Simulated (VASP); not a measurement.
# Y: single point with r2SCAN

Y:

```
Y
1.0
     0.00000    2.68380    2.48500
     2.68380    0.00000    2.48500
     2.68380    2.68380    0.00000
Y
1
Direct
  0.00000 0.00000 0.00000
```

This cell differs from its parent crystal: strain +0.080 along x and y, +0.000 along z.

```json
{
 "Program": "VASP 6.6.1",
 "Task": "single point",
 "Functional": "r2SCAN",
 "Potentials or basis": "VASP PAW PBE potentials, release 64 (Y_sv)",
 "Cutoff": "520 eV",
 "k mesh": "16 × 16 × 16",
 "Occupations": "gaussian, width 0.15 eV",
 "Spin": "no spin polarisation",
 "Dipole correction": "no",
 "Further INCAR settings": "ALGO = Normal; EDIFF = 1e-06; NBANDS = 12"
}
```

```
Pressure               : -2.4 GPa
Band gap on the k mesh : zero (an odd number of electrons rules out a gap without spin polarisation)
```

Stress tensor (GPa, compression positive):
```
-2.73  0.00  0.00
 0.00 -2.73  0.00
 0.00  0.00 -1.66
```

Levels at points of the mesh, in eV from the Fermi level:
```tsv
k point	band 2	band 3	band 4	band 5	band 6	band 7	band 8	band 9
(0.00, 0.00, 0.00)	-23.55	-23.54	-23.54	-4.85	1.79	1.79	2.30	3.44
(0.50, 0.00, 0.00)	-23.98	-23.62	-23.58	-1.88	0.21	1.46	2.13	4.92
(0.50, 0.50, 0.00)	-23.95	-23.73	-23.73	-1.52	-0.83	2.32	5.14	5.48
(0.50, 0.00, 0.50)	-23.94	-23.71	-23.64	-1.62	-0.55	1.33	5.07	5.20
```

It took 18 min on 1 thread of Oxide Virtual Turin-like Processor (shared host), peak memory 0.28 GiB.

Caveat: the cell differs from its parent crystal (strain +0.080 along x and y, +0.000 along z); the PAW data sets were made with another functional, which shifts forces and pressure a little.
